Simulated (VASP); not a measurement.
Write the native input for VASP 6.6.1 that does the following.

- Task: single point
- Functional: PBE
- Potentials or basis: VASP PAW PBE potentials, release 64 (Na_pv, Tm_3, Sb), 4f in core
- Cutoff: 500 eV
- k mesh: 10 × 10 × 5
- Occupations: gaussian, width 0.1 eV
- Spin: no spin polarisation
- Dipole correction: no
- Further INCAR settings: ALGO = Normal; EDIFF = 1e-06; NBANDS = 30

The structure of Na4TmSb lies in POSCAR:

```
Na4TmSb
1.0
    5.0600939692      0.0000000000      0.0000000000
    0.0000000000      5.0600939692      0.0000000000
    0.0000000000      0.0000000000      9.2959752077
Na Tm Sb
4 1 1
Direct
    0.5000000000      0.0000000000      0.1870085206
    0.5000000000      0.0000000000      0.8129914794
    0.0000000000      0.5000000000      0.8129914794
    0.0000000000      0.5000000000      0.1870085206
    0.0000000000      0.0000000000      0.5000000000
    0.5000000000      0.5000000000      0.0000000000
```

The input as run:

INCAR

```
PREC = Accurate ; ENCUT = 500
EDIFF = 1E-6 ; ISMEAR = 0
SIGMA = 0.1 ; LREAL = F
LASPH = T ; NELM = 200
ALGO = Normal ; ISIF = 2
LWAVE = F ; LCHARG = F
GGA = PE ; NBANDS = 30
GGA_COMPAT = F ; LMAXMIX = 6
```

KPOINTS

```
Automatic mesh
0
Gamma
  10 10 5
```

Potentials or basis: VASP PAW PBE potentials, release 64 (Na_pv, Tm_3, Sb), 4f in core.

Command:

```bash
$ cat potpaw_PBE.64/Na_pv/POTCAR potpaw_PBE.64/Tm_3/POTCAR potpaw_PBE.64/Sb/POTCAR > POTCAR
$ mpirun -np 1 vasp_std > vasp.out
```

Results of the run:

```json
{
 "Pressure": "0.0 GPa",
 "Largest force": "0.004 eV/Å",
 "Band gap on the k mesh": "zero (bands 21 and 22 overlap by 0.24 eV)"
}
```

Caveat: spin-orbit coupling is left out, which moves the levels of the heavy elements; the 4f electrons are frozen in the core, so they carry no moment and show no levels.

Wall time 3.4 min on 1 thread of Intel(R) Xeon(R) 6975P-C (Granite Rapids), on a shared host, peak memory 0.58 GiB.
